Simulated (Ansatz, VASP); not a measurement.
**One calculation of Cu, two programs**

```
Cu
1.0
    -1.47109    1.47109    1.40307
     1.47109   -1.47109    1.40307
     1.47109    1.47109   -1.40307
Cu
1
Cartesian
  0.0000 0.0000 0.0000
```

Alike in both runs: task single point; functional PBE0; k mesh 6 × 6 × 6; occupations fermi-dirac, width 0.05 eV; no spin polarisation.

|  | VASP | Ansatz |
| --- | --- | --- |
| version | VASP 6.6.1 | Ansatz 0.2.0 |
| potentials or method | VASP PAW PBE potentials, release 64 (Cu) | Ansatz PAW |
| plane-wave cutoff (eV) | 520 | 420 |
| valence electrons in the cell | 11 | 19 |

Ansatz gave:

| Quantity | Value |
| --- | --- |
| gap on the k mesh at the Fermi level (eV) | none |
| pressure (GPa) | -1.2 |
| traceless stress, the component that is largest in VASP (GPa) | -2.41 |

Question: Which values does VASP return?

Answer: gap on the k mesh at the Fermi level (eV): none; pressure (GPa): -1.0; traceless stress, the component that is largest in VASP (GPa): -2.41.

A gap of «none» marks a metal or a gap that the smearing closes. VASP's potentials hold 11 valence electrons a cell and Ansatz's 19, so a difference there can come from the potentials and not from the codes.

The k mesh is coarse, so the values compare programs but aren't converged.
